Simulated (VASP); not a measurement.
A run of VASP 6.6.1 is set up as follows.

The input INCAR:

```
SYSTEM = Sc5Mo
ALGO = Normal
EDIFF = 1E-6
EDIFFG = -0.04
ENCUT = 600
GGA = PE
IBRION = 2
ISIF = 3
ISMEAR = 0
LASPH = .True.
LCHARG = .False.
LREAL = .False.
LWAVE = .False.
NELM = 100
NSW = 90
PREC = Accurate
SIGMA = 0.1
```

The input KPOINTS:

```
k-points
0
Gamma
  4 4 4
  0 0 0
```

The input POSCAR:

```
Sc5Mo
1.0
    0.0000000000      4.0478122000      4.0478122000
    4.0478122000      0.0000000000      4.0478122000
    4.0478122000      4.0478122000      0.0000000000
Sc Mo
5 1
Direct
    0.3886810800      0.3886810800      0.3886810800
    0.3886810800      0.3886810800      0.8339567600
    0.3886810800      0.8339567600      0.3886810800
    0.8339567600      0.3886810800      0.3886810800
    0.7500000000      0.7500000000      0.7500000000
    0.2500000000      0.2500000000      0.2500000000
```

Potentials or basis: VASP PAW PBE potentials, release 64 (Sc_sv, Mo_sv).

Launch:

```bash
$ cat potpaw_PBE.64/Sc_sv/POTCAR potpaw_PBE.64/Mo_sv/POTCAR > POTCAR
$ mpirun -np 1 vasp_std > vasp.out
```

(1) What does it give for the relaxed cell?

(2) Estimate the relaxed volume.

Answers

(1) a = 6.691 Å, b = 6.691 Å, c = 6.691 Å, α = 60.00°, β = 60.00°, γ = 60.00°.

(2) 35.29 Å³/atom.

Caveat: the volume moved by over 15 % at a fixed basis, so the end points are rough.
